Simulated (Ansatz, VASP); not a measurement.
**BaO3: VASP beside Ansatz**

```
CELL_PARAMETERS angstrom
3.99080 0.00000 0.00000
0.00000 3.99080 0.00000
0.00000 0.00000 3.99080
ATOMIC_POSITIONS crystal
Ba 0.00000 0.00000 0.00000
O 0.00000 0.50000 0.50000
O 0.50000 0.00000 0.50000
O 0.50000 0.50000 0.00000
```

Alike in both runs: functional PBE; k mesh 4 × 4 × 4; occupations gaussian, width 0.1 eV; collinear spin.

Ansatz relaxed the structure, and its values are those at the end. VASP's run is a single point on that final structure, the one shown.

|  | VASP | Ansatz |
| --- | --- | --- |
| version | VASP 6.6.1 | Ansatz 0.2.0 |
| potentials or method | VASP PAW PBE potentials, release 64 (Ba_sv, O), cutoff 520 eV | scalar-relativistic, plane waves, PAW |
| valence electrons in the cell | 28 | 28 |

VASP gave:

| Item | Value |
| --- | --- |
| gap on the k mesh at the Fermi level (eV) | none |
| pressure (GPa) | 1.4 |
| net moment per atom (μB) | 1.00 |
| size of the moment on the site where the two differ most (μB) | 1.11 |

**Question.** Which values does Ansatz return?

**Answer.** gap on the k mesh at the Fermi level (eV): none; pressure (GPa): 0.4; net moment per atom (μB): 1.00; size of the moment on the site where the two differ most (μB): 1.33.

Site moments also hang on the region over which each program counts them. A gap of «none» marks a metal or a gap that the smearing closes.

The k mesh is coarse, so the values compare programs but aren't converged. Neither program's run includes spin-orbit coupling.
